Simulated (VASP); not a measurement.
# Ge (P6_3/mmc) in VASP: relaxation of cell and atoms with r2SCAN

Aim: the relaxation of cell and atoms of Ge with r2SCAN.

Everything below comes from runs of VASP 6.6.1. Logs are shortened: lines on timing, memory, paths and dates and some standing lists are left out, and cuts for length are marked.

### Step 1. The cell of the first run

The structure is hexagonal, space group P6_3/mmc (No. 194). The conventional cell has a = 4.066 Å, b = 4.066 Å, c = 6.680 Å, α = 90.00°, β = 90.00°, γ = 120.00°. Ge (site symmetry 3m) has 4 Ge at 2.49 to 2.50 Å within 3.3 Å.

This isn't the form of Ge at room conditions, which is diamond.

### Step 2. Relaxation of cell and atoms, r2SCAN

Input file POSCAR:

```
Ge
1.0
    4.0661514156      0.0000000000      0.0000000000
   -2.0330757078      3.5213904215      0.0000000000
    0.0000000000      0.0000000000      6.6803232577
Ge
4
Direct
    0.6666666667      0.3333333333      0.0625854482
    0.3333333333      0.6666666667      0.5625854482
    0.6666666667      0.3333333333      0.4374145518
    0.3333333333      0.6666666667      0.9374145518
```

Input file INCAR.step1:

```
SYSTEM = Ge
PREC     = Accurate       ! precision mode
ENCUT    = 600            ! plane-wave cutoff, eV
ISMEAR   = -1             ! smearing method
SIGMA    = 0.02           ! smearing width, eV
LREAL    = .FALSE.        ! projectors in reciprocal space
LASPH    = .TRUE.         ! aspherical terms in the spheres
NELM     = 60             ! most SCF steps
GGA      = PE             ! functional
ALGO     = Normal         ! electronic algorithm
EDIFF    = 1E-4           ! SCF threshold, eV
LWAVE    = .TRUE.         ! write WAVECAR
LCHARG   = .FALSE.        ! write CHGCAR
```

Input file INCAR.step2:

```
SYSTEM = Ge
PREC     = Accurate       ! precision mode
ENCUT    = 600            ! plane-wave cutoff, eV
EDIFF    = 1E-7           ! SCF threshold, eV
ISMEAR   = -1             ! smearing method
SIGMA    = 0.02           ! smearing width, eV
LREAL    = .FALSE.        ! projectors in reciprocal space
LASPH    = .TRUE.         ! aspherical terms in the spheres
NELM     = 60             ! most SCF steps
ALGO     = Normal         ! electronic algorithm
ISIF     = 3              ! what is computed and relaxed
LWAVE    = .FALSE.        ! write WAVECAR
LCHARG   = .FALSE.        ! write CHGCAR
METAGGA  = R2SCAN         ! meta-GGA
LMIXTAU  = .TRUE.       
IBRION   = 2              ! ionic algorithm
NSW      = 80             ! ionic steps
EDIFFG   = -0.005         ! ionic threshold
ISTART   = 1
```

Input file KPOINTS:

```
Automatic mesh
0
G
  6 6 4
  0 0 0
```

Potentials or basis: VASP PAW PBE potentials, release 64 (Ge_d).

Started as:

```console
$ cat potpaw_PBE.64/Ge_d/POTCAR > POTCAR
$ cp INCAR.step1 INCAR
$ mpirun -np 1 vasp_std > vasp.out
$ cp INCAR.step2 INCAR
$ mpirun -np 1 vasp_std > vasp.out
```

OUTCAR:

```text
SYSTEM = Ge
   PREC = Accurate
   ENCUT = 600
   EDIFF = 1E-7
   ISMEAR = -1
   LREAL = .FALSE.
   LASPH = .TRUE.
   NELM = 60
   ISIF = 3
   METAGGA = R2SCAN
   IBRION = 2
   NSW = 80
   EDIFFG = -0.005
   ISTART = 1

 ion  position               nearest neighbor table
   1  0.667  0.333  0.063-   4 2.49   4 2.49   4 2.49   3 2.50
   2  0.333  0.667  0.563-   3 2.49   3 2.49   3 2.49   4 2.50
   3  0.667  0.333  0.437-   2 2.49   2 2.49   2 2.49   1 2.50
   4  0.333  0.667  0.937-   1 2.49   1 2.49   1 2.49   2 2.50

  LATTYP: Found a hexagonal cell.
 ALAT       =     4.0661514156
 C/A-ratio  =     1.6429105990

  Lattice vectors:

 A1 = (   4.0661514156,   0.0000000000,   0.0000000000)
 A2 = (  -2.0330757078,   3.5213904215,   0.0000000000)
 A3 = (   0.0000000000,   0.0000000000,   6.6803232577)

Analysis of symmetry for initial positions (statically):
=====================================================================
 Subroutine PRICEL returns:
 Original cell was already a primitive cell.

 Routine SETGRP: Setting up the symmetry group for a
 hexagonal supercell.

 Subroutine GETGRP returns: Found 24 space group operations
 (whereof 12 operations were pure point group operations)
 out of a pool of 24 trial point group operations.

The static configuration has the point symmetry D_3d.
 The point group associated with its full space group is D_6h.

Analysis of symmetry for dynamics (positions and initial velocities):
=====================================================================
 Subroutine PRICEL returns:
 Original cell was already a primitive cell.

 Routine SETGRP: Setting up the symmetry group for a
 hexagonal supercell.

 Subroutine GETGRP returns: Found 24 space group operations
 (whereof 12 operations were pure point group operations)
 out of a pool of 24 trial point group operations.

The dynamic configuration has the point symmetry D_3d.
 The point group associated with its full space group is D_6h.

 Subroutine INISYM returns: Found 24 space group operations
 (whereof 12 operations are pure point group operations),
 and found     1 'primitive' translations

----------------------------------------------------------------------------------------

                                     Primitive cell

  volume of cell :      95.6523

  direct lattice vectors                    reciprocal lattice vectors
     4.066151416  0.000000000  0.000000000     0.245932799  0.141989368  0.000000000
    -2.033075708  3.521390422  0.000000000     0.000000000  0.283978736  0.000000000
     0.000000000  0.000000000  6.680323258     0.000000000  0.000000000  0.149693355

  length of vectors
     4.066151416  4.066151416  6.680323258     0.283978736  0.283978736  0.149693355
[... 66 lines left out ...]
   dimension x,y,z NGX =    32 NGY =   32 NGZ =   54
   dimension x,y,z NGXF=    64 NGYF=   64 NGZF=  108
   ions per type =               4
   NGX,Y,Z   is equivalent  to a cutoff of  13.08, 13.08, 13.44 a.u.
   NGXF,Y,Z  is equivalent  to a cutoff of  26.17, 26.17, 26.88 a.u.
 SYSTEM =  Ge
   PREC   = accura    normal or accurate (medium, high low for compatibility)
   ISTART =      1    job   : 0-new  1-cont  2-samecut
   ICHARG =      0    charge: 1-file 2-atom 10-const
   ISPIN  =      1    spin polarized calculation?
   LNONCOLLINEAR =      F non collinear calculations
   LSORBIT =      F    spin-orbit coupling
   LASPH  =      T    aspherical Exc in radial PAW
   ENCUT  =  600.0 eV  44.10 Ry    6.64 a.u.   8.12  8.12 13.34*2*pi/ulx,y,z
   NELM   =     60;   NELMIN=  2; NELMDL=  0     # of ELM steps
   EDIFF  = 0.1E-06   stopping-criterion for ELM
   LREAL  =      F    real-space projection
   EDIFFG = -.5E-02   stopping-criterion for IOM
   NSW    =     80    number of steps for IOM
   IBRION =      2    ionic relax: 0-MD 1-quasi-New 2-CG
   NFREE  =      1    steps in history (QN), initial steepest desc. (CG)
   ISIF   =      3    stress and relaxation
   ISYM   =      2    0-nonsym 1-usesym 2-fastsym
   POTIM  = 0.5000    time-step for ionic-motion
   TEBEG  =    0.0;   TEEND  =   0.0 temperature during run
   PSTRESS=    0.0 pullay stress
   NELECT =      56.0000    total number of electrons
   NUPDOWN=      -1.0000    fix difference up-down
   EMIN   =  10.00;   EMAX   =-10.00  energy-range for DOS
   EFERMI =   0.00;   METHOD = LEGACY
   ISMEAR =    -1;   SIGMA  =   0.02  broadening in eV -4-tet -1-fermi 0-gaus
   EFERMI_NEDOS =   21; number of points for ismear=-14 and -15
   IALGO  =     38    algorithm
   IMIX   =      4    mixing-type and parameters
     AMIX     =   0.40;   BMIX     =  1.00
     AMIX_MAG =   1.60;   BMIX_MAG =  1.00
  volume/ion in A,a.u.               =      23.91       161.37
  Fermi-wavevector in a.u.,A,eV,Ry     =   1.369533  2.588042 25.519361  1.875620
  Thomas-Fermi vector in A             =   2.495400
   LORBIT       =      0    0 simple, 1 ext, 2 COOP (PROOUT), +10 PAW based schemes
   METAGGA = R2SCAN    functional components
   LHFCALC =     F    Hartree Fock is set to
   AEXX    =    0.0000 exact exchange contribution
   IVDW    =     0    specifies the selected vdW correction
   LEPSILON=     F    determine dielectric tensor
   LRPA    =     F    only Hartree local field effects (RPA)
 conjugate gradient relaxation of ions
 non-spin polarized calculation
  energy-cutoff  :      600.00
  volume of cell :       95.65
 maximum number of plane-waves:      3224
   NGX = 17   NGY = 17   NGZ = 27

--------------------------------------- Ionic step        1  -------------------------------------------

 number of electron      56.0000004 magnetization

 Free energy of the ion-electron system (eV)
  ---------------------------------------------------
  ext. energy  EPLUGINS =         0.00000000
  ---------------------------------------------------
  free energy    TOTEN  =       -55.34496465 eV

  energy without entropy =      -55.34474376  energy(sigma->0) =      -55.34485421

 E-fermi :   4.3761     XC(G=0): -10.5285

 val. band max:        4.3331132445   @ k =   0.0000   0.0000   0.0000
 cond. band min:       4.4331657324   @ k =   0.0000   0.0000   0.0000
 fundamental gap:      0.1000524879
 Fermi energy:         4.3760668620

 k-point     1 :       0.0000    0.0000    0.0000
  band No.  band energies     occupation
      1     -21.1697      2.00000
      2     -21.1697      2.00000
      3     -21.1386      2.00000
      4     -21.1341      2.00000
      5     -21.1341      2.00000
      6     -21.1242      2.00000
[... 972 lines left out ...]
--------------------------------------- Ionic step        7  -------------------------------------------

 number of electron      55.9999986 magnetization

 Free energy of the ion-electron system (eV)
  ---------------------------------------------------
  ext. energy  EPLUGINS =         0.00000000
  ---------------------------------------------------
  free energy    TOTEN  =       -55.38475225 eV

  energy without entropy =      -55.38432935  energy(sigma->0) =      -55.38454080

 E-fermi :   4.9309     XC(G=0): -10.7692

 val. band max:        4.8982892451   @ k =   0.0000   0.0000   0.0000
 cond. band min:       4.9453991364   @ k =   0.0000   0.0000   0.0000
 fundamental gap:      0.0471098913
 Fermi energy:         4.9309212663

 k-point     1 :       0.0000    0.0000    0.0000
  band No.  band energies     occupation
      1     -20.7946      2.00000
      2     -20.7946      2.00000
      3     -20.7585      2.00000
      4     -20.7540      2.00000
      5     -20.7540      2.00000
      6     -20.7444      2.00000
[... 776 lines left out ...]
  FREE ENERGIE OF THE ION-ELECTRON SYSTEM (eV)
  ---------------------------------------------------
  free  energy   TOTEN  =       -55.3847522539 eV

  energy  without entropy=      -55.3843293488  energy(sigma->0) =      -55.38454080

 reached required accuracy - stopping structural energy minimisation
```

It took 35 min on 1 thread of Oxide Virtual Turin-like, shared host; peak memory 0.24 GiB.

What came out:

| Property | Result |
| --- | --- |
| Free energy | -55.3848 eV |
| Relaxed volume | 22.82 Å³/atom |
| Relaxed cell | a = 4.000 Å, b = 4.000 Å, c = 6.590 Å, α = 90.00°, β = 90.00°, γ = 120.00° |
| Space group after relaxing (to 0.1 Å) | P6_3/mmc (No. 194) |
| Energy gained by relaxing | 9.9 meV/atom |
| Ionic steps | 7 |
| Pressure after relaxing | 0.0 GPa |
| Band gap on the k mesh | 0.05 eV |

Step by step:
| step | energy change (eV) | largest force (eV/Å) | pressure (GPa) | volume (Å³) |
| --- | --- | --- | --- | --- |
| 1 | 0.0000 | 0.0134 | -2.72 | 95.65 |
| 2 | -0.0363 | 0.0116 | 0.98 | 90.14 |
| 3 | -0.0397 | 0.0056 | 0.02 | 91.31 |
| 4 | -0.0397 | 0.0052 | -0.04 | 91.40 |
| 5 | -0.0398 | 0.0111 | -0.05 | 91.40 |
| 6 | -0.0398 | 0.0118 | -0.05 | 91.40 |
| 7 | -0.0398 | 0.0013 | 0.02 | 91.30 |

Final structure:
```
CELL_PARAMETERS angstrom
3.99954 0.00000 0.00000
-1.99977 3.46370 0.00000
0.00000 0.00000 6.59036
ATOMIC_POSITIONS crystal
Ge 0.66667 0.33333 0.06280
Ge 0.33333 0.66667 0.56280
Ge 0.66667 0.33333 0.43720
Ge 0.33333 0.66667 0.93720
```

Caveat: the PAW data sets were made with another functional, which shifts forces and pressure a little. A k mesh can miss the band edges.
